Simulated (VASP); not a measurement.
# Si2W (I4/mmm) in VASP: notebook, part 3 of 3

VASP 6.6.1. Earlier steps stand in the parts before.

**5. Single point, PBE**

This run uses another cell than the first one, of 13.48 Å³/atom.

The input, INCAR:

```
ALGO = Normal ; EDIFF = 1E-7
ENCUT = 520 ; GGA = PE
ISIF = 2 ; ISMEAR = 0
LASPH = True ; LCHARG = False
LREAL = False ; LWAVE = False
NBANDS = 18 ; NELM = 80
PREC = Accurate ; SIGMA = 0.015
```

The input, KPOINTS:

```
k-points
0
Gamma
  12 12 12
```

The input, POSCAR:

```
Si2W
1.0
   -1.6069000000      1.6069000000      3.9149500000
    1.6069000000     -1.6069000000      3.9149500000
    1.6069000000      1.6069000000     -3.9149500000
W Si
1 2
Direct
    0.0000000000      0.0000000000      0.0000000000
    0.6653000000      0.6653000000      0.0000000000
    0.3347000000      0.3347000000      0.0000000000
```

Potentials or basis: VASP PAW PBE potentials, release 64 (W_sv, Si).

Command:

```bash
> cat potpaw_PBE.64/W_sv/POTCAR potpaw_PBE.64/Si/POTCAR > POTCAR
> mpirun -np 1 vasp_std > vasp.out
```

OUTCAR:

```text
EDIFF = 1E-7
   ENCUT = 520
   GGA = PE
   ISIF = 2
   ISMEAR = 0
   LASPH = True
   LREAL = False
   NELM = 80
   PREC = Accurate

 ion  position               nearest neighbor table
   1  0.000  0.000  0.000-   2 2.62   2 2.62   2 2.62   3 2.62   2 2.62   3 2.62   3 2.62   3 2.62
                             2 2.62   3 2.62
   2  0.665  0.665  0.000-   3 2.59   1 2.62   1 2.62   1 2.62   1 2.62   1 2.62   3 2.63   3 2.63
                             3 2.63   3 2.63
   3  0.335  0.335  0.000-   2 2.59   1 2.62   1 2.62   1 2.62   1 2.62   1 2.62   2 2.63   2 2.63
                             2 2.63   2 2.63

  LATTYP: Found a body centered tetragonal cell.
 ALAT       =     3.2138000000
 C/A-ratio  =     2.4363370465

  Lattice vectors:

 A1 = (  -1.6069000000,   1.6069000000,   3.9149500000)
 A2 = (   1.6069000000,  -1.6069000000,   3.9149500000)
 A3 = (   1.6069000000,   1.6069000000,  -3.9149500000)

Analysis of symmetry for initial positions (statically):
=====================================================================
 Subroutine PRICEL returns:
 Original cell was already a primitive cell.

 Routine SETGRP: Setting up the symmetry group for a
 body centered tetragonal supercell.

 Subroutine GETGRP returns: Found 16 space group operations
 (whereof 16 operations were pure point group operations)
 out of a pool of 16 trial point group operations.

The static configuration has the point symmetry D_4h.

Analysis of symmetry for dynamics (positions and initial velocities):
=====================================================================
 Subroutine PRICEL returns:
 Original cell was already a primitive cell.

 Routine SETGRP: Setting up the symmetry group for a
 body centered tetragonal supercell.

 Subroutine GETGRP returns: Found 16 space group operations
 (whereof 16 operations were pure point group operations)
[... 121 lines left out ...]
   IALGO  =     38    algorithm
   IMIX   =      4    mixing-type and parameters
     AMIX     =   0.40;   BMIX     =  1.00
     AMIX_MAG =   1.60;   BMIX_MAG =  1.00
  volume/ion in A,a.u.               =      13.48        90.96
  Fermi-wavevector in a.u.,A,eV,Ry     =   1.336476  2.525573 24.302284  1.786167
  Thomas-Fermi vector in A             =   2.465099
   LORBIT       =      0    0 simple, 1 ext, 2 COOP (PROOUT), +10 PAW based schemes
   GGA     = PE    functional components
   LHFCALC =     F    Hartree Fock is set to
   AEXX    =    0.0000 exact exchange contribution
   IVDW    =     0    specifies the selected vdW correction
   LEPSILON=     F    determine dielectric tensor
   LRPA    =     F    only Hartree local field effects (RPA)
 non-spin polarized calculation
 Gauss-broadening in eV      SIGMA  =   0.01
  energy-cutoff  :      520.00
  volume of cell :       40.44
 maximum number of plane-waves:      1118
 NGX is ok and might be reduce to    36
   NGX = 17   NGY = 17   NGZ = 17

 number of electron      21.9999999 magnetization

 Free energy of the ion-electron system (eV)
  ---------------------------------------------------
  ext. energy  EPLUGINS =         0.00000000
  ---------------------------------------------------
  free energy    TOTEN  =       -24.80831386 eV

  energy without entropy =      -24.80827791  energy(sigma->0) =      -24.80829588

 E-fermi :  11.9964     XC(G=0): -12.5286

 val. band max:       11.9897492769   @ k =  -0.4167  -0.4167   0.3333
 cond. band min:      12.0157588520   @ k =  -0.4167  -0.4167   0.4167
 fundamental gap:      0.0260095750
 Fermi energy:        11.9963513284

 k-point     1 :       0.0000    0.0000    0.0000
  band No.  band energies     occupation
      1     -61.8953      2.00000
      2     -26.1519      2.00000
      3     -26.1379      2.00000
      4     -26.1379      2.00000
      5      -2.1173      2.00000
      6       5.1043      2.00000
[... 481 lines left out ...]
      5       0.9654      2.00000
      6       3.6478      2.00000
[... 10 lines left out ...]
     17      19.0354      0.00000
     18      20.3216      0.00000

 [... further k-points ...]

------------------------ aborting loop because EDIFF is reached ----------------------------------------

  FORCE on cell =-STRESS in cart. coord.  units (eV):
  Direction    XX          YY          ZZ          XY          YZ          ZX
  --------------------------------------------------------------------------------------
  -------------------------------------------------------------------------------------
  Total        0.8050009      0.8050009      0.9463879      0.0000000      0.0000000      0.0000000
  in kB       31.8965003     31.8965003     37.4986673      0.0000000      0.0000000      0.0000000
  external PRESSURE =      33.7638893 kB  Pullay stress =       0.0000000 kB

 VOLUME and BASIS-vectors are now :
 -----------------------------------------------------------------------------
  energy-cutoff  :      520.00
  volume of cell :       40.44
      direct lattice vectors                 reciprocal lattice vectors
    -1.606900000  1.606900000  3.914950000     0.000000000  0.311158131  0.127715552
     1.606900000 -1.606900000  3.914950000     0.311158131  0.000000000  0.127715552
     1.606900000  1.606900000 -3.914950000     0.311158131  0.311158131  0.000000000

 POSITION                                       TOTAL-FORCE (eV/Angst)
 -----------------------------------------------------------------------------------
      0.00000      0.00000      0.00000         0.000000      0.000000     -0.000000
      0.00000      0.00000      5.20923        -0.000000     -0.000000      0.084223
      0.00000      0.00000      2.62067        -0.000000     -0.000000     -0.084223
 -----------------------------------------------------------------------------------
    total drift:                               -0.000000     -0.000000      0.000000

  FREE ENERGIE OF THE ION-ELECTRON SYSTEM (eV)
  ---------------------------------------------------
  free  energy   TOTEN  =       -24.8083138597 eV

  energy  without entropy=      -24.8082779058  energy(sigma->0) =      -24.80829588
```

OSZICAR:

```text
N       E                     dE             d eps       ncg     rms          rms(c)
DAV:   1     0.131567044797E+03    0.13157E+03   -0.10937E+04  5868   0.124E+03
DAV:   2    -0.210025198044E+02   -0.15257E+03   -0.14888E+03  6752   0.321E+02
DAV:   3    -0.256303224056E+02   -0.46278E+01   -0.45649E+01  7310   0.501E+01
DAV:   4    -0.256724103418E+02   -0.42088E-01   -0.42042E-01  7026   0.497E+00
DAV:   5    -0.256728426322E+02   -0.43229E-03   -0.43227E-03  6930   0.548E-01    0.254E+01
DAV:   6    -0.249095745945E+02    0.76327E+00   -0.34750E+00  6296   0.132E+01    0.877E+00
DAV:   7    -0.248306508526E+02    0.78924E-01   -0.22094E-01  6244   0.265E+00    0.452E+00
DAV:   8    -0.248088057140E+02    0.21845E-01   -0.42082E-02  6652   0.161E+00    0.330E-01
DAV:   9    -0.248084045877E+02    0.40113E-03   -0.10227E-03  6740   0.257E-01    0.194E-01
DAV:  10    -0.248083200333E+02    0.84554E-04   -0.26282E-04  7034   0.139E-01    0.396E-02
DAV:  11    -0.248083142851E+02    0.57482E-05   -0.35473E-05  6744   0.425E-02    0.174E-02
DAV:  12    -0.248083146628E+02   -0.37774E-06   -0.15862E-06  6948   0.822E-03    0.421E-03
DAV:  13    -0.248083139387E+02    0.72418E-06   -0.30032E-07  6026   0.488E-03    0.652E-04
DAV:  14    -0.248083138597E+02    0.79001E-07   -0.12346E-08  3252   0.104E-03
   1 F= -.24808314E+02 E0= -.24808296E+02  d E =-.359539E-04
```

stdout:

```text
POSCAR found type information on POSCAR W Si
 POSCAR found :  2 types and       3 ions
 scaLAPACK will be used
 LDA part: xc-table for (Slater+PW92), standard interpolation
 POSCAR, INCAR and KPOINTS ok, starting setup
 FFT: planning ... GRIDC
 FFT: planning ... GRID_SOFT
 FFT: planning ... GRID
 WAVECAR not read
 entering main loop
```

It took 4.2 min on 1 thread of Intel Xeon 8259CL, shared host; peak memory 0.28 GiB.

What came out:

```yaml
Free_energy: -24.8083 eV
Pressure: 3.4 GPa
Largest_force: 0.084 eV/Å
Band_gap_on_the_k_mesh: zero (bands 11 and 12 overlap by 1.30 eV)
```

Forces in eV/Å, atoms in the order of the input:
```
W    0.000  0.000  0.000
Si   0.000  0.000  0.084
Si   0.000  0.000 -0.084
```

Levels at points of the mesh, in eV from the Fermi level:
```tsv
k point	band 9	band 10	band 11	band 12	band 13	band 14
(0.00, 0.00, 0.00)	-2.88	-2.88	0.57	2.71	2.90	3.03
(0.50, 0.00, 0.00)	-2.84	-2.80	-0.47	2.67	2.75	3.90
(0.50, 0.50, 0.00)	-5.05	-3.29	-1.80	2.76	2.94	3.10
(0.50, 0.50, 0.50)	-0.88	-0.88	-0.53	-0.53	0.75	4.47
```

Caveat: the cell stands under pressure; spin-orbit coupling is left out, which moves the levels of the heavy elements.

**6. Summary**

| level | cell | smearing | gap on the mesh (eV) | pressure (GPa) | largest force (eV/Å) |
| --- | --- | --- | --- | --- | --- |
| BLYP | a = 4.603 Å, angles 138.2, 138.2, 60.6°, 3 atoms, atomic positions A | fermi-dirac 0.05 eV | none | 0.9 | 0.01 |
| r2SCAN | a = 4.527 Å, angles 138.4, 138.4, 60.3°, 3 atoms, atomic positions B | fermi-dirac 0.05 eV | none | -0.9 | 0.01 |
| PBE | a = 4.527 Å, angles 138.4, 138.4, 60.3°, 3 atoms, atomic positions B | gaussian 0.013 eV | none | 3.4 | 0.08 |
| PBE | a = 4.527 Å, angles 138.4, 138.4, 60.3°, 3 atoms, atomic positions B | gaussian 0.015 eV | none | 3.4 | 0.08 |

Alike in all rows: task single point; potentials or basis VASP PAW PBE potentials, release 64 (W_sv, Si); no spin polarisation; k mesh 12 × 12 × 12; cutoff (eV) 520.

Caveats: spin-orbit coupling is left out, which moves the levels of the heavy elements; the PAW data sets were made with another functional, which shifts forces and pressure a little (at least some runs); the cell stands under pressure (at least some runs).

Absolute energies hang on the potentials; compare differences alone.

The gap in the log of VASP goes by the Fermi energy; the results here count the filled bands.